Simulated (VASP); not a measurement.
# N2 in VASP: further runs

N2 is run at these levels: PBE; tasks: single point, relaxation of the atoms.

Program: VASP 6.6.1. These are calculated values, not measurements. Logs are shortened: lines on timing, memory, paths and dates and some standing lists are left out, and cuts for length are marked.

### 1 The cell of the first run

The cell holds a molecule in a box, 2 atoms: a = 15.000 Å, b = 15.500 Å, c = 16.000 Å, α = 90.00°, β = 90.00°, γ = 90.00°.

### 2 Single point, PBE

INCAR reads:

```
PREC = Accurate
ENCUT = 520
EDIFF = 1E-7
ISMEAR = 0
SIGMA = 0.005
LREAL = F
LASPH = T
NELM = 80
ALGO = Normal
ISIF = 2
LWAVE = F
LCHARG = F
GGA = PE
NBANDS = 12
ISYM = 0
```

KPOINTS reads:

```
Automatic mesh
0
Gamma
  1 1 1
```

POSCAR reads:

```
N
1.0
   15.0000000000      0.0000000000      0.0000000000
    0.0000000000     15.5000000000      0.0000000000
    0.0000000000      0.0000000000     16.0000000000
N
2
Direct
    0.5018589502      0.4990148449      0.4656155995
    0.4981410498      0.5009851551      0.5343844005
```

Potentials or basis: VASP PAW PBE potentials, release 64 (N).

Command:

```bash
$ cat potpaw_PBE.64/N/POTCAR > POTCAR
$ mpirun -np 1 vasp_gam > vasp.out
```

OUTCAR:

```text
PREC = Accurate
   ENCUT = 520
   EDIFF = 1E-7
   ISMEAR = 0
   LREAL = F
   LASPH = T
   NELM = 80
   ISIF = 2
   GGA = PE
   ISYM = 0

 ion  position               nearest neighbor table
   1  0.502  0.499  0.466-   2 1.10
   2  0.498  0.501  0.534-   1 1.10

IMPORTANT INFORMATION: All symmetrisations will be switched off!
NOSYMM: (Re-)initialisation of all symmetry stuff for point group C_1.

----------------------------------------------------------------------------------------

                                     Primitive cell

  volume of cell :    3720.0000

  direct lattice vectors                    reciprocal lattice vectors
    15.000000000  0.000000000  0.000000000     0.066666667  0.000000000  0.000000000
     0.000000000 15.500000000  0.000000000     0.000000000  0.064516129  0.000000000
     0.000000000  0.000000000 16.000000000     0.000000000  0.000000000  0.062500000

  length of vectors
    15.000000000 15.500000000 16.000000000     0.066666667  0.064516129  0.062500000

  position of ions in fractional coordinates (direct lattice)
     0.501858950  0.499014845  0.465615599
     0.498141050  0.500985155  0.534384401

  ion indices of the primitive-cell ions
   primitive index   ion index
                 1           1
                 2           2

----------------------------------------------------------------------------------------

 KPOINTS: Automatic mesh

Automatic generation of k-mesh.
 Grid dimensions read from file:
 generate k-points for:    1    1    1

 Generating k-lattice:

  Cartesian coordinates                     Fractional coordinates (reciprocal lattice)
     0.066666667  0.000000000  0.000000000     1.000000000  0.000000000  0.000000000
     0.000000000  0.064516129  0.000000000     0.000000000  1.000000000  0.000000000
     0.000000000  0.000000000  0.062500000     0.000000000  0.000000000  1.000000000

  Length of vectors
     0.066666667  0.064516129  0.062500000

  Shift w.r.t. Gamma in fractional coordinates (k-lattice)
     0.000000000  0.000000000  0.000000000

 Subroutine IBZKPT returns following result:
 ===========================================

 Found      1 irreducible k-points:

 Following reciprocal coordinates:
            Coordinates               Weight
  0.000000  0.000000  0.000000      1.000000
   k-points           NKPTS =      1   k-points in BZ     NKDIM =      1   number of bands    NBANDS=     12
   number of dos      NEDOS =    301   number of ions     NIONS =      2
   total plane-waves  NPLWV = ******
   dimension x,y,z NGX =   112 NGY =  120 NGZ =  120
   dimension x,y,z NGXF=   224 NGYF=  240 NGZF=  240
   ions per type =               2
   NGX,Y,Z   is equivalent  to a cutoff of  12.41, 12.87, 12.47 a.u.
   NGXF,Y,Z  is equivalent  to a cutoff of  24.83, 25.74, 24.94 a.u.
 SYSTEM =  unknown system
   PREC   = accura    normal or accurate (medium, high low for compatibility)
   ISTART =      0    job   : 0-new  1-cont  2-samecut
   ICHARG =      2    charge: 1-file 2-atom 10-const
   ISPIN  =      1    spin polarized calculation?
   LNONCOLLINEAR =      F non collinear calculations
   LSORBIT =      F    spin-orbit coupling
   LASPH  =      T    aspherical Exc in radial PAW
   ENCUT  =  520.0 eV  38.22 Ry    6.18 a.u.  27.89 28.82 29.75*2*pi/ulx,y,z
   NELM   =     80;   NELMIN=  2; NELMDL= -5     # of ELM steps
   EDIFF  = 0.1E-06   stopping-criterion for ELM
   LREAL  =      F    real-space projection
   EDIFFG = 0.1E-05   stopping-criterion for IOM
   NSW    =      0    number of steps for IOM
   IBRION =     -1    ionic relax: 0-MD 1-quasi-New 2-CG
   NFREE  =      0    steps in history (QN), initial steepest desc. (CG)
   ISIF   =      2    stress and relaxation
   ISYM   =      0    0-nonsym 1-usesym 2-fastsym
   POTIM  = 0.5000    time-step for ionic-motion
   TEBEG  =    0.0;   TEEND  =   0.0 temperature during run
   PSTRESS=    0.0 pullay stress
   NELECT =      10.0000    total number of electrons
   NUPDOWN=      -1.0000    fix difference up-down
   EMIN   =  10.00;   EMAX   =-10.00  energy-range for DOS
   EFERMI =   0.00;   METHOD = LEGACY
   ISMEAR =     0;   SIGMA  =   0.01  broadening in eV -4-tet -1-fermi 0-gaus
   EFERMI_NEDOS =   21; number of points for ismear=-14 and -15
   IALGO  =     38    algorithm
   IMIX   =      4    mixing-type and parameters
     AMIX     =   0.40;   BMIX     =  1.00
     AMIX_MAG =   1.60;   BMIX_MAG =  1.00
  volume/ion in A,a.u.               =    1860.00     12551.90
  Fermi-wavevector in a.u.,A,eV,Ry     =   0.227629  0.430156  0.704984  0.051815
  Thomas-Fermi vector in A             =   1.017343
   LORBIT       =      0    0 simple, 1 ext, 2 COOP (PROOUT), +10 PAW based schemes
   GGA     = PE    functional components
   LHFCALC =     F    Hartree Fock is set to
   AEXX    =    0.0000 exact exchange contribution
   IVDW    =     0    specifies the selected vdW correction
   LEPSILON=     F    determine dielectric tensor
   LRPA    =     F    only Hartree local field effects (RPA)
 non-spin polarized calculation
 Gauss-broadening in eV      SIGMA  =   0.01
  energy-cutoff  :      520.00
  volume of cell :     3720.00
 maximum number of plane-waves:     50071
 NGX is ok and might be reduce to   112
   NGX = 55   NGY = 57   NGZ = 59

 number of electron      10.0000000 magnetization

 Free energy of the ion-electron system (eV)
  ---------------------------------------------------
  ext. energy  EPLUGINS =         0.00000000
  ---------------------------------------------------
  free energy    TOTEN  =       -16.64243115 eV

  energy without entropy =      -16.64243115  energy(sigma->0) =      -16.64243115

 E-fermi : -10.1193     XC(G=0):  -0.1735

 val. band max:      -10.1832481309   @ k =   0.0000   0.0000   0.0000
 cond. band min:      -1.9841006172   @ k =   0.0000   0.0000   0.0000
 fundamental gap:      8.1991475137
 Fermi energy:       -10.1192808962

 k-point     1 :       0.0000    0.0000    0.0000
  band No.  band energies     occupation
      1     -28.3377      2.00000
      2     -13.4495      2.00000
      3     -11.6051      2.00000
      4     -11.6051      2.00000
      5     -10.1832      2.00000
      6      -1.9841      0.00000
      7      -1.9841      0.00000
      8      -0.1204      0.00000
      9       0.3835      0.00000
     10       0.4936      0.00000
     11       0.5139      0.00000
     12       0.6149      0.00000

------------------------ aborting loop because EDIFF is reached ----------------------------------------

  FORCE on cell =-STRESS in cart. coord.  units (eV):
  Direction    XX          YY          ZZ          XY          YZ          ZX
  --------------------------------------------------------------------------------------
  -------------------------------------------------------------------------------------
  Total       -0.0524248     -0.0559161      1.8276383     -0.0026551      0.0522888     -0.0955377
  in kB       -0.0225790     -0.0240827      0.7871507     -0.0011435      0.0225204     -0.0411474
  external PRESSURE =       0.2468297 kB  Pullay stress =       0.0000000 kB

 VOLUME and BASIS-vectors are now :
 -----------------------------------------------------------------------------
  energy-cutoff  :      520.00
  volume of cell :     3720.00
      direct lattice vectors                 reciprocal lattice vectors
    15.000000000  0.000000000  0.000000000     0.066666667  0.000000000  0.000000000
     0.000000000 15.500000000  0.000000000     0.000000000  0.064516129  0.000000000
     0.000000000  0.000000000 16.000000000     0.000000000  0.000000000  0.062500000

 POSITION                                       TOTAL-FORCE (eV/Angst)
 -----------------------------------------------------------------------------------
      7.52788      7.73473      7.44985         0.088131     -0.048282     -1.738903
      7.47212      7.76527      8.55015        -0.088131      0.048282      1.738903
 -----------------------------------------------------------------------------------
    total drift:                                0.000001     -0.000000      0.000000

  FREE ENERGIE OF THE ION-ELECTRON SYSTEM (eV)
  ---------------------------------------------------
  free  energy   TOTEN  =       -16.6424311466 eV

  energy  without entropy=      -16.6424311466  energy(sigma->0) =      -16.64243115
```

It took 3.9 min on 1 thread of AMD EPYC 7R13 (Zen 3), shared host; peak memory 2 GiB.

What came out:

```
Free energy                     : -16.6424 eV
Largest force                   : 1.742 eV/Å
Gap between the frontier levels : 8.20 eV
```

Forces on the atoms (eV/Å):
```
N    0.088 -0.048 -1.739
N   -0.088  0.048  1.739
```

Caveat: the standard files for N, O and F lose accuracy on very short bonds.

### 3 Relaxation of the atoms, PBE

INCAR reads:

```
SYSTEM = N
ALGO     = Normal         ! electronic algorithm
EDIFF    = 1E-6           ! SCF threshold, eV
EDIFFG   = -0.01          ! ionic threshold
ENCUT    = 520            ! plane-wave cutoff, eV
GGA      = PE             ! functional
IBRION   = 2              ! ionic algorithm
ISIF     = 2              ! what is computed and relaxed
ISMEAR   = 0              ! smearing method
ISYM     = 0            
LASPH    = .True.         ! aspherical terms in the spheres
LCHARG   = .False.        ! write CHGCAR
LREAL    = .False.        ! projectors in reciprocal space
LWAVE    = .False.        ! write WAVECAR
NELM     = 80             ! most SCF steps
NSW      = 100            ! ionic steps
PREC     = Accurate       ! precision mode
SIGMA    = 0.005          ! smearing width, eV
```

KPOINTS reads:

```
k-points
0
Gamma
  1 1 1
  0 0 0
```

POSCAR reads:

```
N
1.0
   15.0000000000      0.0000000000      0.0000000000
    0.0000000000     15.5000000000      0.0000000000
    0.0000000000      0.0000000000     16.0000000000
N
2
Direct
    0.5017982093      0.4990469909      0.4667333543
    0.4982017907      0.5009530091      0.5332666457
```

Potentials or basis: VASP PAW PBE potentials, release 64 (N).

Command:

```bash
$ cat potpaw_PBE.64/N/POTCAR > POTCAR
$ mpirun -np 1 vasp_gam > vasp.out
```

OUTCAR:

```text
SYSTEM = N
   EDIFF = 1E-6
   EDIFFG = -0.01
   ENCUT = 520
   GGA = PE
   IBRION = 2
   ISIF = 2
   ISMEAR = 0
   ISYM = 0
   LASPH = .True.
   LREAL = .False.
   NELM = 80
   NSW = 100
   PREC = Accurate

 ion  position               nearest neighbor table
   1  0.502  0.499  0.467-   2 1.07
   2  0.498  0.501  0.533-   1 1.07

IMPORTANT INFORMATION: All symmetrisations will be switched off!
NOSYMM: (Re-)initialisation of all symmetry stuff for point group C_1.

----------------------------------------------------------------------------------------

                                     Primitive cell

  volume of cell :    3720.0000

  direct lattice vectors                    reciprocal lattice vectors
    15.000000000  0.000000000  0.000000000     0.066666667  0.000000000  0.000000000
     0.000000000 15.500000000  0.000000000     0.000000000  0.064516129  0.000000000
     0.000000000  0.000000000 16.000000000     0.000000000  0.000000000  0.062500000

  length of vectors
    15.000000000 15.500000000 16.000000000     0.066666667  0.064516129  0.062500000

  position of ions in fractional coordinates (direct lattice)
     0.501798209  0.499046991  0.466733354
     0.498201791  0.500953009  0.533266646

  ion indices of the primitive-cell ions
   primitive index   ion index
                 1           1
                 2           2

----------------------------------------------------------------------------------------

 KPOINTS: k-points

Automatic generation of k-mesh.
 Grid dimensions read from file:
 generate k-points for:    1    1    1

 Generating k-lattice:

  Cartesian coordinates                     Fractional coordinates (reciprocal lattice)
     0.066666667  0.000000000  0.000000000     1.000000000  0.000000000  0.000000000
     0.000000000  0.064516129  0.000000000     0.000000000  1.000000000  0.000000000
     0.000000000  0.000000000  0.062500000     0.000000000  0.000000000  1.000000000

[... 60 lines left out ...]
   IVDW    =     0    specifies the selected vdW correction
   LEPSILON=     F    determine dielectric tensor
   LRPA    =     F    only Hartree local field effects (RPA)
 conjugate gradient relaxation of ions
 non-spin polarized calculation
 Gauss-broadening in eV      SIGMA  =   0.01
  energy-cutoff  :      520.00
  volume of cell :     3720.00
 maximum number of plane-waves:     50071
 NGX is ok and might be reduce to   112
   NGX = 55   NGY = 57   NGZ = 59

--------------------------------------- Ionic step        1  -------------------------------------------

 number of electron      10.0000000 magnetization

 number of electron       9.9999997 magnetization

 Free energy of the ion-electron system (eV)
  ---------------------------------------------------
  ext. energy  EPLUGINS =         0.00000000
  ---------------------------------------------------
  free energy    TOTEN  =       -16.46448455 eV

  energy without entropy =      -16.46448455  energy(sigma->0) =      -16.46448455

------------------------ aborting loop because EDIFF is reached ----------------------------------------

  FORCE on cell =-STRESS in cart. coord.  units (eV):
  Direction    XX          YY          ZZ          XY          YZ          ZX
  --------------------------------------------------------------------------------------
  -------------------------------------------------------------------------------------
  Total       -0.0565433     -0.0729055      8.8899592     -0.0125683      0.2488792     -0.4544838
  in kB       -0.0243528     -0.0313999      3.8288417     -0.0054131      0.1071905     -0.1957429
  external PRESSURE =       1.2576963 kB  Pullay stress =       0.0000000 kB
[... 59 lines left out ...]
--------------------------------------- Ionic step        3  -------------------------------------------

 number of electron      10.0000000 magnetization

 E-fermi :  -9.5228     XC(G=0):  -0.1958

 val. band max:       -9.5470459312   @ k =   0.0000   0.0000   0.0000
 cond. band min:      -4.8493533717   @ k =   0.0000   0.0000   0.0000
 fundamental gap:      4.6976925595
 Fermi energy:        -9.5228081427

 k-point     1 :       0.0000    0.0000    0.0000
  band No.  band energies     occupation
      1     -23.7346      2.00000
      2     -15.6222      2.00000
      3      -9.9014      2.00000
      4      -9.5470      2.00000
      5      -9.5470      2.00000
      6      -4.8494      0.00000
      7      -4.8493      0.00000
      8      -0.1784      0.00000
      9       0.3600      0.00000
[... 141 lines left out ...]
--------------------------------------- Ionic step        7  -------------------------------------------

 number of electron      10.0000002 magnetization

 Free energy of the ion-electron system (eV)
  ---------------------------------------------------
  ext. energy  EPLUGINS =         0.00000000
  ---------------------------------------------------
  free energy    TOTEN  =       -16.65191461 eV

  energy without entropy =      -16.65191461  energy(sigma->0) =      -16.65191461

 E-fermi : -10.0996     XC(G=0):  -0.1964

 val. band max:      -10.1770230324   @ k =   0.0000   0.0000   0.0000
 cond. band min:      -2.1112570291   @ k =   0.0000   0.0000   0.0000
 fundamental gap:      8.0657660033
 Fermi energy:       -10.0995925627

 k-point     1 :       0.0000    0.0000    0.0000
  band No.  band energies     occupation
      1     -28.1640      2.00000
      2     -13.5288      2.00000
      3     -11.5148      2.00000
      4     -11.5147      2.00000
      5     -10.1770      2.00000
      6      -2.1113      0.00000
      7      -2.1113      0.00000
      8      -0.1458      0.00000
      9       0.3775      0.00000
[... 27 lines left out ...]
  FREE ENERGIE OF THE ION-ELECTRON SYSTEM (eV)
  ---------------------------------------------------
  free  energy   TOTEN  =       -16.6519146119 eV

  energy  without entropy=      -16.6519146119  energy(sigma->0) =      -16.65191461

 reached required accuracy - stopping structural energy minimisation
```

OSZICAR:

```text
N       E                     dE             d eps       ncg     rms          rms(c)
DAV:   1     0.108942260189E+03    0.10894E+03   -0.18576E+03    26   0.509E+02
DAV:   2     0.300425753909E+02   -0.78900E+02   -0.78698E+02    35   0.724E+01
DAV:   3    -0.142676023023E+02   -0.44310E+02   -0.44306E+02    27   0.963E+01
DAV:   4    -0.175561434722E+02   -0.32885E+01   -0.32885E+01    20   0.323E+01
[... 110 lines left out ...]
       N       E                     dE             d eps       ncg     rms          rms(c)
DAV:   1    -0.166519810798E+02   -0.65807E-03   -0.22692E-02    18   0.151E+00    0.686E-02
DAV:   2    -0.166519324174E+02    0.48662E-04   -0.27303E-04    19   0.180E-01    0.333E-02
DAV:   3    -0.166519139512E+02    0.18466E-04   -0.84761E-05    19   0.788E-02    0.107E-02
DAV:   4    -0.166519146119E+02   -0.66066E-06   -0.17345E-06    20   0.141E-02
   7 F= -.16651915E+02 E0= -.16651915E+02  d E =-.187430E+00
```

Wall time 19 min (1 thread of AMD EPYC 7R13 (Zen 3), shared host); peak memory 2 GiB.

Results:

* Free energy: -16.6519 eV
* Largest force after relaxing: 0.008 eV/Å
* Gap between the frontier levels: 8.07 eV

Forces on the atoms (eV/Å):
```
N    0.000  0.000 -0.008
N    0.000  0.000  0.008
```

Final structure:
```
N
1.0
    15.00000    0.00000    0.00000
     0.00000   15.50000    0.00000
     0.00000    0.00000   16.00000
N
2
Direct
  0.50188 0.49901 0.46527
  0.49812 0.50099 0.53473
```

Caveat: the standard files for N, O and F lose accuracy on very short bonds.
